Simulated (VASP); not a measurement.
# MnGa3 (Fm-3m) in VASP: single point with PBE

Aim: the single point of MnGa3 with PBE.

Program: VASP 6.6.1. These are calculated values, not measurements. Logs are shortened: lines on timing, memory, paths and dates and some standing lists are left out, and cuts for length are marked.

### Step 1. The cell of the first run

Symmetry: Fm-3m, No. 225, cubic system. Conventional cell: a = 6.493 Å, b = 6.493 Å, c = 6.493 Å, α = 90.00°, β = 90.00°, γ = 90.00°. Ga (site symmetry -43m) has 10 Ga at 2.81 to 3.25 Å and 4 Mn at 2.81 Å within 3.7 Å. Within 3.7 Å of Ga (site symmetry m-3m) lie 8 Ga at 2.81 Å and 6 Mn at 3.25 Å. Mn (site symmetry m-3m) has 14 Ga at 2.81 to 3.25 Å within 3.7 Å.

### Step 2. Single point, PBE, collinear spin, ferromagnetic start

The input, INCAR:

```
  ALGO = Fast
  EDIFF = 1E-6
  ENCUT = 520
  GGA = PE
  ISIF = 2
  ISMEAR = 0
  ISPIN = 2
  LASPH = True
  LCHARG = False
  LMAXMIX = 4
  LORBIT = 11
  LREAL = False
  LWAVE = False
  MAGMOM = 0 0 0 5
  NBANDS = 38
  NELM = 150
  PREC = Accurate
  SIGMA = 0.1
```

The input, KPOINTS:

```
k-points
0
Gamma
  12 12 12
```

The input, POSCAR:

```
MnGa3
1.0
    0.0000000000      3.2467030344      3.2467030344
    3.2467030344      0.0000000000      3.2467030344
    3.2467030344      3.2467030344      0.0000000000
Ga Mn
3 1
Direct
    0.2500000000      0.2500000000      0.2500000000
    0.7500000000      0.7500000000      0.7500000000
    0.5000000000      0.5000000000      0.5000000000
    0.0000000000      0.0000000000      0.0000000000
```

Potentials or basis: VASP PAW PBE potentials, release 64 (Ga_d, Mn_pv).

Started as:

```sh
cat potpaw_PBE.64/Ga_d/POTCAR potpaw_PBE.64/Mn_pv/POTCAR > POTCAR
mpirun -np 1 vasp_std > vasp.out
```

OUTCAR:

```text
EDIFF = 1E-6
   ENCUT = 520
   GGA = PE
   ISIF = 2
   ISMEAR = 0
   ISPIN = 2
   LASPH = True
   LORBIT = 11
   LREAL = False
   NELM = 150
   PREC = Accurate

 ion  position               nearest neighbor table
   1  0.250  0.250  0.250-   4 2.81   3 2.81   4 2.81   3 2.81   4 2.81   4 2.81   3 2.81   3 2.81

   2  0.750  0.750  0.750-   3 2.81   3 2.81   4 2.81   4 2.81   3 2.81   3 2.81   4 2.81   4 2.81

   3  0.500  0.500  0.500-   1 2.81   1 2.81   2 2.81   2 2.81   1 2.81   1 2.81   2 2.81   2 2.81

   4  0.000  0.000  0.000-   2 2.81   1 2.81   2 2.81   1 2.81   2 2.81   2 2.81   1 2.81   1 2.81

  LATTYP: Found a face centered cubic cell.
 ALAT       =     6.4934060688

  Lattice vectors:

 A1 = (   0.0000000000,   3.2467030344,   3.2467030344)
 A2 = (   3.2467030344,   0.0000000000,   3.2467030344)
 A3 = (   3.2467030344,   3.2467030344,   0.0000000000)

Analysis of symmetry for initial positions (statically):
=====================================================================
 Subroutine PRICEL returns:
 Original cell was already a primitive cell.

 Routine SETGRP: Setting up the symmetry group for a
 face centered cubic supercell.

 Subroutine GETGRP returns: Found 48 space group operations
 (whereof 48 operations were pure point group operations)
 out of a pool of 48 trial point group operations.

The static configuration has the point symmetry O_h .

Analysis of symmetry for dynamics (positions and initial velocities):
=====================================================================
 Subroutine PRICEL returns:
 Original cell was already a primitive cell.

 Routine SETGRP: Setting up the symmetry group for a
 face centered cubic supercell.

 Subroutine GETGRP returns: Found 48 space group operations
 (whereof 48 operations were pure point group operations)
 out of a pool of 48 trial point group operations.

The dynamic configuration has the point symmetry O_h .

Analysis of structural, dynamic, and magnetic symmetry:
=====================================================================
 Subroutine PRICEL returns:
 Original cell was already a primitive cell.

 Routine SETGRP: Setting up the symmetry group for a
 face centered cubic supercell.

 Subroutine GETGRP returns: Found 48 space group operations
 (whereof 48 operations were pure point group operations)
 out of a pool of 48 trial point group operations.

The overall configuration has the point symmetry O_h .

 Subroutine INISYM returns: Found 48 space group operations
 (whereof 48 operations are pure point group operations),
 and found     1 'primitive' translations

----------------------------------------------------------------------------------------

                                     Primitive cell

  volume of cell :      68.4475

  direct lattice vectors                    reciprocal lattice vectors
     0.000000000  3.246703034  3.246703034    -0.154002382  0.154002382  0.154002382
     3.246703034  0.000000000  3.246703034     0.154002382 -0.154002382  0.154002382
     3.246703034  3.246703034  0.000000000     0.154002382  0.154002382 -0.154002382

  length of vectors
     4.591531464  4.591531464  4.591531464     0.266739950  0.266739950  0.266739950

  position of ions in fractional coordinates (direct lattice)
     0.250000000  0.250000000  0.250000000
     0.750000000  0.750000000  0.750000000
     0.500000000  0.500000000  0.500000000
     0.000000000  0.000000000  0.000000000

  ion indices of the primitive-cell ions
   primitive index   ion index
                 1           1
                 2           2
                 3           3
                 4           4

----------------------------------------------------------------------------------------

 KPOINTS: k-points

Automatic generation of k-mesh.
 Grid dimensions read from file:
 generate k-points for:   12   12   12

 Generating k-lattice:

  Cartesian coordinates                     Fractional coordinates (reciprocal lattice)
    -0.012833532  0.012833532  0.012833532     0.083333333  0.000000000  0.000000000
     0.012833532 -0.012833532  0.012833532     0.000000000  0.083333333  0.000000000
     0.012833532  0.012833532 -0.012833532     0.000000000  0.000000000  0.083333333

  Length of vectors
     0.022228329  0.022228329  0.022228329

  Shift w.r.t. Gamma in fractional coordinates (k-lattice)
     0.000000000  0.000000000  0.000000000

 Subroutine IBZKPT returns following result:
 ===========================================

 Found     72 irreducible k-points:

 Following reciprocal coordinates:
            Coordinates               Weight
  0.000000  0.000000  0.000000      1.000000
  0.083333  0.000000  0.000000      8.000000
  0.166667  0.000000  0.000000      8.000000
  0.250000  0.000000  0.000000      8.000000
  0.333333  0.000000  0.000000      8.000000
  0.416667  0.000000  0.000000      8.000000
[... 16 lines left out ...]
  0.500000  0.166667  0.000000     24.000000
 -0.416667  0.166667  0.000000     24.000000
 [... further k-points ...]
   k-points           NKPTS =     72   k-points in BZ     NKDIM =     72   number of bands    NBANDS=     38
   number of dos      NEDOS =    301   number of ions     NIONS =      4
   total plane-waves  NPLWV =  46656
   dimension x,y,z NGX =    36 NGY =   36 NGZ =   36
   dimension x,y,z NGXF=    72 NGYF=   72 NGZF=   72
   ions per type =               3   1
   NGX,Y,Z   is equivalent  to a cutoff of  13.03, 13.03, 13.03 a.u.
   NGXF,Y,Z  is equivalent  to a cutoff of  26.07, 26.07, 26.07 a.u.
 SYSTEM =  unknown system
   PREC   = accura    normal or accurate (medium, high low for compatibility)
   ISTART =      0    job   : 0-new  1-cont  2-samecut
   ICHARG =      2    charge: 1-file 2-atom 10-const
   ISPIN  =      2    spin polarized calculation?
   LNONCOLLINEAR =      F non collinear calculations
   LSORBIT =      F    spin-orbit coupling
   LASPH  =      T    aspherical Exc in radial PAW
   ENCUT  =  520.0 eV  38.22 Ry    6.18 a.u.   8.54  8.54  8.54*2*pi/ulx,y,z
   NELM   =    150;   NELMIN=  2; NELMDL= -5     # of ELM steps
   EDIFF  = 0.1E-05   stopping-criterion for ELM
   LREAL  =      F    real-space projection
   EDIFFG = 0.1E-04   stopping-criterion for IOM
   NSW    =      0    number of steps for IOM
   IBRION =     -1    ionic relax: 0-MD 1-quasi-New 2-CG
   NFREE  =      0    steps in history (QN), initial steepest desc. (CG)
   ISIF   =      2    stress and relaxation
   ISYM   =      2    0-nonsym 1-usesym 2-fastsym
   POTIM  = 0.5000    time-step for ionic-motion
   TEBEG  =    0.0;   TEEND  =   0.0 temperature during run
   PSTRESS=    0.0 pullay stress
   NELECT =      52.0000    total number of electrons
   NUPDOWN=      -1.0000    fix difference up-down
   EMIN   =  10.00;   EMAX   =-10.00  energy-range for DOS
   EFERMI =   0.00;   METHOD = LEGACY
   ISMEAR =     0;   SIGMA  =   0.10  broadening in eV -4-tet -1-fermi 0-gaus
   EFERMI_NEDOS =   21; number of points for ismear=-14 and -15
   IALGO  =     68    algorithm
   IMIX   =      4    mixing-type and parameters
     AMIX     =   0.40;   BMIX     =  1.00
     AMIX_MAG =   1.60;   BMIX_MAG =  1.00
  volume/ion in A,a.u.               =      17.11       115.48
  Fermi-wavevector in a.u.,A,eV,Ry     =   1.493792  2.822857 30.360226  2.231414
  Thomas-Fermi vector in A             =   2.606147
   LORBIT       =     11    0 simple, 1 ext, 2 COOP (PROOUT), +10 PAW based schemes
   GGA     = PE    functional components
   LHFCALC =     F    Hartree Fock is set to
   AEXX    =    0.0000 exact exchange contribution
   IVDW    =     0    specifies the selected vdW correction
   LEPSILON=     F    determine dielectric tensor
   LRPA    =     F    only Hartree local field effects (RPA)
 spin polarized calculation
 RMM-DIIS sequential band-by-band and
 Gauss-broadening in eV      SIGMA  =   0.10
  energy-cutoff  :      520.00
  volume of cell :       68.45
 maximum number of plane-waves:      1868
 NGX is ok and might be reduce to    36
   NGX = 17   NGY = 17   NGZ = 17

 number of electron      51.9999983 magnetization       3.7449790

 Free energy of the ion-electron system (eV)
  ---------------------------------------------------
  ext. energy  EPLUGINS =         0.00000000
  ---------------------------------------------------
  free energy    TOTEN  =       -16.98358495 eV

  energy without entropy =      -16.97450238  energy(sigma->0) =      -16.97904366

 E-fermi :   6.5408     XC(G=0): -11.4617

 val. band max:        6.5362403570   @ k =  -0.3333   0.0833   0.0000
 cond. band min:       6.5418903281   @ k =   0.3333   0.0000   0.0000
 fundamental gap:      0.0056499712
 Fermi energy:         6.5407608019

 spin component 1

 k-point     1 :       0.0000    0.0000    0.0000
  band No.  band energies     occupation
      1     -43.5424      1.00000
      2     -43.5424      1.00000
      3     -43.5424      1.00000
      4      -8.5606      1.00000
      5      -8.5606      1.00000
      6      -8.5267      1.00000
[... 30 lines left out ...]
     37      13.7387      0.00000
     38      13.7387      0.00000

 k-point     2 :       0.0833    0.0000    0.0000
  band No.  band energies     occupation
      1     -43.5424      1.00000
      2     -43.5424      1.00000
      3     -43.5424      1.00000
      4      -8.5567      1.00000
      5      -8.5567      1.00000
      6      -8.5310      1.00000
[... 30 lines left out ...]
     37      14.0839      0.00000
     38      14.0839      0.00000
[... 859 lines left out ...]
     37      16.6005      0.00000
     38      17.4333      0.00000

 k-point    24 :      -0.4167    0.1667    0.0000
  band No.  band energies     occupation
      1     -43.5427      1.00000
      2     -43.5425      1.00000
      3     -43.5424      1.00000
      4      -8.5646      1.00000
      5      -8.5646      1.00000
      6      -8.5410      1.00000
[... 30 lines left out ...]
     37      16.2567      0.00000
     38      16.6379      0.00000

 [... further k-points ...]

 spin component 2

 k-point     1 :       0.0000    0.0000    0.0000
  band No.  band energies     occupation
      1     -39.7539      1.00000
      2     -39.7539      1.00000
      3     -39.7539      1.00000
      4      -8.5597      1.00000
      5      -8.5597      1.00000
      6      -8.5267      1.00000
[... 30 lines left out ...]
     37      14.3336      0.00000
     38      14.3336      0.00000

 k-point     2 :       0.0833    0.0000    0.0000
  band No.  band energies     occupation
      1     -39.7539      1.00000
      2     -39.7539      1.00000
      3     -39.7539      1.00000
      4      -8.5556      1.00000
      5      -8.5556      1.00000
      6      -8.5309      1.00000
[... 30 lines left out ...]
     37      14.6249      0.00000
     38      14.6249      0.00000
[... 859 lines left out ...]
     37      16.6953      0.00000
     38      17.7268      0.00000

 k-point    24 :      -0.4167    0.1667    0.0000
  band No.  band energies     occupation
      1     -39.7544      1.00000
      2     -39.7541      1.00000
      3     -39.7540      1.00000
      4      -8.5652      1.00000
      5      -8.5648      1.00000
      6      -8.5413      1.00000
[... 30 lines left out ...]
     37      16.5197      0.00000
     38      16.8834      0.00000

 [... further k-points ...]

------------------------ aborting loop because EDIFF is reached ----------------------------------------

  FORCE on cell =-STRESS in cart. coord.  units (eV):
  Direction    XX          YY          ZZ          XY          YZ          ZX
  --------------------------------------------------------------------------------------
  -------------------------------------------------------------------------------------
  Total        0.0319271      0.0319271      0.0319271     -0.0000000      0.0000000     -0.0000000
  in kB        0.7473300      0.7473300      0.7473300     -0.0000000      0.0000000     -0.0000000
  external PRESSURE =       0.7473300 kB  Pullay stress =       0.0000000 kB

 VOLUME and BASIS-vectors are now :
 -----------------------------------------------------------------------------
  energy-cutoff  :      520.00
  volume of cell :       68.45
      direct lattice vectors                 reciprocal lattice vectors
     0.000000000  3.246703034  3.246703034    -0.154002382  0.154002382  0.154002382
     3.246703034  0.000000000  3.246703034     0.154002382 -0.154002382  0.154002382
     3.246703034  3.246703034  0.000000000     0.154002382  0.154002382 -0.154002382

 POSITION                                       TOTAL-FORCE (eV/Angst)
 -----------------------------------------------------------------------------------
      1.62335      1.62335      1.62335        -0.000000      0.000000      0.000000
      4.87005      4.87005      4.87005         0.000000     -0.000000     -0.000000
      3.24670      3.24670      3.24670        -0.000000     -0.000000     -0.000000
      0.00000      0.00000      0.00000        -0.000000     -0.000000     -0.000000
 -----------------------------------------------------------------------------------
    total drift:                                0.000000      0.000000      0.000000

  FREE ENERGIE OF THE ION-ELECTRON SYSTEM (eV)
  ---------------------------------------------------
  free  energy   TOTEN  =       -16.9835849488 eV

  energy  without entropy=      -16.9745023792  energy(sigma->0) =      -16.97904366

 total charge

# of ion       s       p       d       tot
------------------------------------------
    1        0.989   0.633   9.966  11.588
    2        0.989   0.633   9.966  11.588
    3        1.001   0.585   9.977  11.563
    4        0.292   6.158   5.000  11.450
--------------------------------------------------
tot          3.271   8.010  34.909  46.190

 magnetization (x)

# of ion       s       p       d       tot
------------------------------------------
    1        0.007  -0.038   0.005  -0.026
    2        0.007  -0.038   0.005  -0.026
    3        0.034  -0.034   0.000  -0.000
    4        0.028   0.045   3.544   3.618
--------------------------------------------------
tot          0.075  -0.066   3.555   3.565
```

It took 18 min on 1 thread of Intel Xeon 8259CL, shared host; peak memory 0.43 GiB.

Results:

```
Free energy                                           : -16.9836 eV
Pressure                                              : 0.1 GPa
Net moment                                            : 3.74 μB per cell
Site moments                                          : Ga -0.03, -0.00 (each value once); Mn +3.62 μB
Valence electrons inside the program's atomic spheres : Ga 11.59, 11.56 (each value once); Mn 11.45
```
